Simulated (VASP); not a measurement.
# Mn (Im-3m) in VASP: further runs

Mn is run at these levels: PBEsol; tasks: single point, relaxation of cell and atoms.

All numbers are computed with VASP 6.6.1; they aren't measurements. Logs are shortened: lines on timing, memory, paths and dates and some standing lists are left out, and cuts for length are marked.

### 1 The cell of the first run

The structure is cubic, space group Im-3m (No. 229). Conventional cell: a = 2.755 Å, b = 2.755 Å, c = 2.755 Å, α = 90.00°, β = 90.00°, γ = 90.00°. Within 3.2 Å of Mn (site symmetry m-3m) lie 14 Mn at 2.39 to 2.75 Å.

This isn't the form of Mn at room conditions, which is a 58-atom cubic cell.

### 2 Single point, PBEsol, collinear spin, ferromagnetic start

File INCAR:

```
SYSTEM = Mn
  PREC = Accurate
  ENCUT = 500
  EDIFF = 1E-6
  ISMEAR = 0
  SIGMA = 0.1
  LREAL = .False.
  LASPH = .True.
  NELM = 200
  ALGO = Normal
  ISIF = 2
  LWAVE = .False.
  LCHARG = .True.
  ISPIN = 2
  MAGMOM = 1.53
  LORBIT = 11
  LMAXMIX = 4
  GGA = PS
  LELF = .True.
  LVHAR = .True.
  NBANDS = 16
  GGA_COMPAT = .False.
```

File KPOINTS:

```
Automatic mesh
0
Gamma
  8 8 8
  0 0 0
```

File POSCAR:

```
Mn
1.0
   -1.3774044311      1.3774044311      1.3774044311
    1.3774044311     -1.3774044311      1.3774044311
    1.3774044311      1.3774044311     -1.3774044311
Mn
1
Direct
    0.0000000000      0.0000000000      0.0000000000
```

Potentials or basis: VASP PAW PBE potentials, release 64 (Mn_pv).

Launch:

```bash
> cat potpaw_PBE.64/Mn_pv/POTCAR > POTCAR
> mpirun -np 1 vasp_std > vasp.out
```

OUTCAR:

```text
SYSTEM = Mn
   PREC = Accurate
   ENCUT = 500
   EDIFF = 1E-6
   ISMEAR = 0
   LREAL = .False.
   LASPH = .True.
   NELM = 200
   ISIF = 2
   ISPIN = 2
   LORBIT = 11
   GGA = PS

 ion  position               nearest neighbor table
   1  0.000  0.000  0.000-

  LATTYP: Found a body centered cubic cell.
 ALAT       =     2.7548088622

  Lattice vectors:

 A1 = (  -1.3774044311,   1.3774044311,   1.3774044311)
 A2 = (   1.3774044311,  -1.3774044311,   1.3774044311)
 A3 = (   1.3774044311,   1.3774044311,  -1.3774044311)

Analysis of symmetry for initial positions (statically):
=====================================================================
 Subroutine PRICEL returns:
 Original cell was already a primitive cell.

 Routine SETGRP: Setting up the symmetry group for a
 body centered cubic supercell.

 Subroutine GETGRP returns: Found 48 space group operations
 (whereof 48 operations were pure point group operations)
 out of a pool of 48 trial point group operations.

The static configuration has the point symmetry O_h .

Analysis of symmetry for dynamics (positions and initial velocities):
=====================================================================
 Subroutine PRICEL returns:
 Original cell was already a primitive cell.

 Routine SETGRP: Setting up the symmetry group for a
 body centered cubic supercell.

 Subroutine GETGRP returns: Found 48 space group operations
 (whereof 48 operations were pure point group operations)
 out of a pool of 48 trial point group operations.

The dynamic configuration has the point symmetry O_h .

Analysis of structural, dynamic, and magnetic symmetry:
=====================================================================
 Subroutine PRICEL returns:
 Original cell was already a primitive cell.

 Routine SETGRP: Setting up the symmetry group for a
 body centered cubic supercell.

 Subroutine GETGRP returns: Found 48 space group operations
 (whereof 48 operations were pure point group operations)
 out of a pool of 48 trial point group operations.

The overall configuration has the point symmetry O_h .

 Subroutine INISYM returns: Found 48 space group operations
 (whereof 48 operations are pure point group operations),
 and found     1 'primitive' translations

----------------------------------------------------------------------------------------

                                     Primitive cell

  volume of cell :      10.4531

  direct lattice vectors                    reciprocal lattice vectors
    -1.377404431  1.377404431  1.377404431     0.000000000  0.363001591  0.363001591
     1.377404431 -1.377404431  1.377404431     0.363001591  0.000000000  0.363001591
     1.377404431  1.377404431 -1.377404431     0.363001591  0.363001591  0.000000000

  length of vectors
     2.385734457  2.385734457  2.385734457     0.513361773  0.513361773  0.513361773

  position of ions in fractional coordinates (direct lattice)
     0.000000000  0.000000000  0.000000000

  ion indices of the primitive-cell ions
   primitive index   ion index
                 1           1

----------------------------------------------------------------------------------------

 KPOINTS: Automatic mesh

Automatic generation of k-mesh.
 Grid dimensions read from file:
 generate k-points for:    8    8    8

 Generating k-lattice:

  Cartesian coordinates                     Fractional coordinates (reciprocal lattice)
     0.000000000  0.045375199  0.045375199     0.125000000  0.000000000  0.000000000
     0.045375199  0.000000000  0.045375199     0.000000000  0.125000000  0.000000000
     0.045375199  0.045375199  0.000000000     0.000000000  0.000000000  0.125000000

  Length of vectors
     0.064170222  0.064170222  0.064170222

  Shift w.r.t. Gamma in fractional coordinates (k-lattice)
     0.000000000  0.000000000  0.000000000

 Subroutine IBZKPT returns following result:
 ===========================================

 Found     29 irreducible k-points:

 Following reciprocal coordinates:
            Coordinates               Weight
  0.000000  0.000000  0.000000      1.000000
  0.125000  0.000000  0.000000     12.000000
  0.250000  0.000000  0.000000     12.000000
  0.375000  0.000000  0.000000     12.000000
  0.500000  0.000000  0.000000      6.000000
  0.125000  0.125000  0.000000     24.000000
[... 16 lines left out ...]
 -0.250000  0.250000  0.250000      6.000000
 -0.375000  0.375000  0.250000     24.000000
 [... further k-points ...]
   k-points           NKPTS =     29   k-points in BZ     NKDIM =     29   number of bands    NBANDS=     16
   number of dos      NEDOS =    301   number of ions     NIONS =      1
   total plane-waves  NPLWV =   5832
   dimension x,y,z NGX =    18 NGY =   18 NGZ =   18
   dimension x,y,z NGXF=    36 NGYF=   36 NGZF=   36
   ions per type =               1
   NGX,Y,Z   is equivalent  to a cutoff of  12.54, 12.54, 12.54 a.u.
   NGXF,Y,Z  is equivalent  to a cutoff of  25.09, 25.09, 25.09 a.u.
 SYSTEM =  Mn
   PREC   = accura    normal or accurate (medium, high low for compatibility)
   ISTART =      0    job   : 0-new  1-cont  2-samecut
   ICHARG =      2    charge: 1-file 2-atom 10-const
   ISPIN  =      2    spin polarized calculation?
   LNONCOLLINEAR =      F non collinear calculations
   LSORBIT =      F    spin-orbit coupling
   LASPH  =      T    aspherical Exc in radial PAW
   ENCUT  =  500.0 eV  36.75 Ry    6.06 a.u.   4.35  4.35  4.35*2*pi/ulx,y,z
   NELM   =    200;   NELMIN=  2; NELMDL= -5     # of ELM steps
   EDIFF  = 0.1E-05   stopping-criterion for ELM
   LREAL  =      F    real-space projection
   EDIFFG = 0.1E-04   stopping-criterion for IOM
   NSW    =      0    number of steps for IOM
   IBRION =     -1    ionic relax: 0-MD 1-quasi-New 2-CG
   NFREE  =      0    steps in history (QN), initial steepest desc. (CG)
   ISIF   =      2    stress and relaxation
   ISYM   =      2    0-nonsym 1-usesym 2-fastsym
   POTIM  = 0.5000    time-step for ionic-motion
   TEBEG  =    0.0;   TEEND  =   0.0 temperature during run
   PSTRESS=    0.0 pullay stress
   NELECT =      13.0000    total number of electrons
   NUPDOWN=      -1.0000    fix difference up-down
   EMIN   =  10.00;   EMAX   =-10.00  energy-range for DOS
   EFERMI =   0.00;   METHOD = LEGACY
   ISMEAR =     0;   SIGMA  =   0.10  broadening in eV -4-tet -1-fermi 0-gaus
   EFERMI_NEDOS =   21; number of points for ismear=-14 and -15
   IALGO  =     38    algorithm
   IMIX   =      4    mixing-type and parameters
     AMIX     =   0.40;   BMIX     =  1.00
     AMIX_MAG =   1.60;   BMIX_MAG =  1.00
  volume/ion in A,a.u.               =      10.45        70.54
  Fermi-wavevector in a.u.,A,eV,Ry     =   1.760521  3.326902 42.170349  3.099433
  Thomas-Fermi vector in A             =   2.829270
   LORBIT       =     11    0 simple, 1 ext, 2 COOP (PROOUT), +10 PAW based schemes
   GGA     = PS    functional components
   LHFCALC =     F    Hartree Fock is set to
   AEXX    =    0.0000 exact exchange contribution
   IVDW    =     0    specifies the selected vdW correction
   LEPSILON=     F    determine dielectric tensor
   LRPA    =     F    only Hartree local field effects (RPA)
 spin polarized calculation
 Gauss-broadening in eV      SIGMA  =   0.10
  energy-cutoff  :      500.00
  volume of cell :       10.45
 maximum number of plane-waves:       276
 NGX is ok and might be reduce to    18
   NGX =  9   NGY =  9   NGZ =  9

 number of electron      12.9999978 magnetization       0.6573591

 Free energy of the ion-electron system (eV)
  ---------------------------------------------------
  ext. energy  EPLUGINS =         0.00000000
  ---------------------------------------------------
  free energy    TOTEN  =        -9.61858225 eV

  energy without entropy =       -9.61057536  energy(sigma->0) =       -9.61457881

 E-fermi :  11.0775     XC(G=0): -14.3564

 val. band max:       11.0729952781   @ k =   0.0000   0.0000   0.0000
 cond. band min:      11.0874515180   @ k =   0.1250   0.1250   0.1250
 fundamental gap:      0.0144562400
 Fermi energy:        11.0775358011

 spin component 1

 k-point     1 :       0.0000    0.0000    0.0000
  band No.  band energies     occupation
      1     -37.0781      1.00000
      2     -37.0781      1.00000
      3     -37.0781      1.00000
      4       2.2182      1.00000
      5       9.1860      1.00000
      6       9.1860      1.00000
[... 8 lines left out ...]
     15      42.5663      0.00000
     16      47.0332      0.00000

 k-point     2 :       0.1250    0.0000    0.0000
  band No.  band energies     occupation
      1     -37.2047      1.00000
      2     -37.1177      1.00000
      3     -37.0788      1.00000
      4       2.9169      1.00000
      5       8.9459      1.00000
      6       9.1298      1.00000
[... 8 lines left out ...]
     15      42.5105      0.00000
     16      43.0470      0.00000

 k-point     3 :       0.2500    0.0000    0.0000
  band No.  band energies     occupation
      1     -37.5040      1.00000
      2     -37.2125      1.00000
      3     -37.0804      1.00000
      4       4.6342      1.00000
      5       8.3987      1.00000
      6       8.9338      1.00000
[... 8 lines left out ...]
     15      42.2250      0.00000
     16      42.7086      0.00000
[... 362 lines left out ...]
 k-point    23 :      -0.2500    0.2500    0.2500
  band No.  band energies     occupation
      1     -37.5193      1.00000
      2     -37.3584      1.00000
      3     -37.3584      1.00000
      4       6.2668      1.00000
      5       8.2932      1.00000
      6       9.7178      1.00000
[... 8 lines left out ...]
     15      46.3897      0.00000
     16      46.3897      0.00000

 k-point    24 :      -0.3750    0.3750    0.2500
  band No.  band energies     occupation
      1     -37.6960      1.00000
      2     -37.4604      1.00000
      3     -37.3828      1.00000
      4       6.7977      1.00000
      5       7.4184      1.00000
      6       9.7317      1.00000
[... 8 lines left out ...]
     15      44.8679      0.00000
     16      45.2318      0.00000

 [... further k-points ...]

 spin component 2

 k-point     1 :       0.0000    0.0000    0.0000
  band No.  band energies     occupation
      1     -36.3372      1.00000
      2     -36.3372      1.00000
      3     -36.3372      1.00000
      4       2.3392      1.00000
      5       9.7510      1.00000
      6       9.7510      1.00000
[... 8 lines left out ...]
     15      42.6958      0.00000
     16      47.2818      0.00000

 k-point     2 :       0.1250    0.0000    0.0000
  band No.  band energies     occupation
      1     -36.4673      1.00000
      2     -36.3776      1.00000
      3     -36.3380      1.00000
      4       3.0409      1.00000
      5       9.4999      1.00000
      6       9.6861      1.00000
[... 8 lines left out ...]
     15      42.7940      0.00000
     16      43.4696      0.00000

 k-point     3 :       0.2500    0.0000    0.0000
  band No.  band energies     occupation
      1     -36.7745      1.00000
      2     -36.4745      1.00000
      3     -36.3397      1.00000
      4       4.7918      1.00000
      5       8.9295      1.00000
      6       9.4363      1.00000
[... 8 lines left out ...]
     15      42.8163      0.00000
     16      43.0826      0.00000
[... 362 lines left out ...]
 k-point    23 :      -0.2500    0.2500    0.2500
  band No.  band energies     occupation
      1     -36.7905      1.00000
      2     -36.6239      1.00000
      3     -36.6239      1.00000
      4       6.5112      1.00000
      5       8.9089      1.00000
      6      10.2610      1.00000
[... 8 lines left out ...]
     15      46.5323      0.00000
     16      46.5323      0.00000

 k-point    24 :      -0.3750    0.3750    0.2500
  band No.  band energies     occupation
      1     -36.9708      1.00000
      2     -36.7283      1.00000
      3     -36.6492      1.00000
      4       7.2058      1.00000
      5       7.9605      1.00000
      6      10.2761      1.00000
[... 8 lines left out ...]
     15      45.1475      0.00000
     16      45.4200      0.00000

 [... further k-points ...]

------------------------ aborting loop because EDIFF is reached ----------------------------------------

  FORCE on cell =-STRESS in cart. coord.  units (eV):
  Direction    XX          YY          ZZ          XY          YZ          ZX
  --------------------------------------------------------------------------------------
  -------------------------------------------------------------------------------------
  Total       -0.0102566     -0.0102566     -0.0102566     -0.0000000      0.0000000      0.0000000
  in kB       -1.5720622     -1.5720622     -1.5720622     -0.0000000      0.0000000      0.0000000
  external PRESSURE =      -1.5720622 kB  Pullay stress =       0.0000000 kB

 VOLUME and BASIS-vectors are now :
 -----------------------------------------------------------------------------
  energy-cutoff  :      500.00
  volume of cell :       10.45
      direct lattice vectors                 reciprocal lattice vectors
    -1.377404431  1.377404431  1.377404431     0.000000000  0.363001591  0.363001591
     1.377404431 -1.377404431  1.377404431     0.363001591  0.000000000  0.363001591
     1.377404431  1.377404431 -1.377404431     0.363001591  0.363001591  0.000000000

 POSITION                                       TOTAL-FORCE (eV/Angst)
 -----------------------------------------------------------------------------------
      0.00000      0.00000      0.00000        -0.000000      0.000000     -0.000000
 -----------------------------------------------------------------------------------
    total drift:                                0.000000      0.000000      0.000000

  FREE ENERGIE OF THE ION-ELECTRON SYSTEM (eV)
  ---------------------------------------------------
  free  energy   TOTEN  =        -9.6185822535 eV

  energy  without entropy=       -9.6105753647  energy(sigma->0) =       -9.61457881

 total charge

# of ion       s       p       d       tot
------------------------------------------
    1        0.432   6.430   5.177  12.039

 magnetization (x)

# of ion       s       p       d       tot
------------------------------------------
    1       -0.003  -0.011   0.669   0.655
```

It took 8.8 s on 1 thread of Intel Xeon Platinum 8488C (Sapphire Rapids), shared host; peak memory 0.12 GiB.

What came out:

```yaml
Free_energy: -9.6186 eV
Pressure: -0.2 GPa
Net_moment: 0.66 μB per cell
Site_moments: Mn +0.66 μB
Valence_electrons_inside_the_program's_atomic_spheres: Mn 12.04
```

Caveat: the k points lie up to 0.40 Å⁻¹ apart; the PAW data sets were made with another functional, which shifts forces and pressure a little.

### 3 Relaxation of cell and atoms, PBEsol, collinear spin, ferromagnetic start

This run uses another cell than the first one, of 14.33 Å³/atom.

File INCAR:

```
PREC     = Accurate       # precision mode
ENCUT    = 500            # plane-wave cutoff, eV
EDIFF    = 1E-7           # SCF threshold, eV
ISMEAR   = 0              # smearing method
SIGMA    = 0.1            # smearing width, eV
LREAL    = F              # projectors in reciprocal space
LASPH    = T              # aspherical terms in the spheres
NELM     = 200            # most SCF steps
ALGO     = Normal         # electronic algorithm
ISIF     = 3              # what is computed and relaxed
LWAVE    = F              # write WAVECAR
LCHARG   = F              # write CHGCAR
ISPIN    = 2              # spin polarisation
MAGMOM   = 1.53           # initial moments
LORBIT   = 11             # projections on sites
LMAXMIX  = 4              # l up to which the mixer works
GGA      = PS             # functional
IBRION   = 2              # ionic algorithm
NSW      = 90             # ionic steps
EDIFFG   = -0.04          # ionic threshold
GGA_COMPAT= F            
NELMIN   = 4
```

File KPOINTS:

```
Automatic mesh
0
Gamma
  8 8 8
```

File POSCAR:

```
Mn
1.0
   -1.5300022839      1.5300022839      1.5300022839
    1.5300022839     -1.5300022839      1.5300022839
    1.5300022839      1.5300022839     -1.5300022839
Mn
1
Direct
    0.0000000000      0.0000000000      0.0000000000
```

Potentials or basis: VASP PAW PBE potentials, release 64 (Mn_pv).

Launch:

```bash
> cat potpaw_PBE.64/Mn_pv/POTCAR > POTCAR
> mpirun -np 1 vasp_std > vasp.out
```

It took 39 s on 1 thread of Intel Xeon Platinum 8488C (Sapphire Rapids), shared host; peak memory 0.14 GiB.

Results (log left out):

* Free energy: -9.6204 eV
* Relaxed volume: 10.44 Å³/atom
* Relaxed cell: a = 2.385 Å, b = 2.385 Å, c = 2.385 Å, α = 109.47°, β = 109.47°, γ = 109.47°
* Space group after relaxing (to 0.1 Å): Im-3m (No. 229)
* Energy gained by relaxing: 688.6 meV/atom
* Ionic steps: 5
* Pressure after relaxing: 0.2 GPa
* Net moment: -0.66 μB per cell
* Site moments: Mn -0.65 μB
* Valence electrons inside the program's atomic spheres: Mn 12.04

The path:
| step | energy change (eV) | largest force (eV/Å) | pressure (GPa) | volume (Å³) |
| --- | --- | --- | --- | --- |
| 1 | 0.0000 | 0.0000 | -41.12 | 14.33 |
| 2 | 0.1939 | 0.0000 | 147.02 | 7.97 |
| 3 | -0.6855 | 0.0000 | -5.11 | 10.64 |
| 4 | -0.6883 | 0.0000 | -1.68 | 10.51 |
| 5 | -0.6886 | 0.0000 | 0.23 | 10.44 |

Final structure:
```
CELL_PARAMETERS angstrom
-1.37691 1.37691 1.37691
1.37691 -1.37691 1.37691
1.37691 1.37691 -1.37691
ATOMIC_POSITIONS crystal
Mn 0.00000 0.00000 0.00000
```

Levels at points of the mesh, in eV from the Fermi level:
Spin up:
```
           k point  band 2  band 3  band 4  band 5  band 6  band 7  band 8  band 9  band 10  band 11
(0.00, 0.00, 0.00)  -47.42  -47.42   -8.74   -1.33   -1.33   -1.33    0.77    0.77    23.98    23.98
(0.50, 0.00, 0.00)  -47.69  -47.42   -4.93   -2.89    0.75    0.75    1.10    2.42     9.86    18.22
(0.50, 0.50, 0.50)  -48.01  -48.01   -4.75   -4.75    2.03    2.03    2.03   10.90    10.90    10.90
```
Spin down:
| k point | band 3 | band 4 | band 5 | band 6 | band 7 | band 8 | band 9 | band 10 | band 11 |
| --- | --- | --- | --- | --- | --- | --- | --- | --- | --- |
| (0.00, 0.00, 0.00) | -48.16 | -8.86 | -1.89 | -1.89 | -1.89 | 0.00 | 0.00 | 23.96 | 23.96 |
| (0.50, 0.00, 0.00) | -48.16 | -5.33 | -3.39 | 0.03 | 0.30 | 0.63 | 1.76 | 9.42 | 18.13 |
| (0.50, 0.50, 0.50) | -48.74 | -5.26 | -5.26 | 1.39 | 1.39 | 1.39 | 10.75 | 10.75 | 10.75 |

Caveat: the k points lie up to 0.40 Å⁻¹ apart in the final cell; the volume moved by over 15 % at a fixed basis, so the end points are rough; the PAW data sets were made with another functional, which shifts forces and pressure a little.
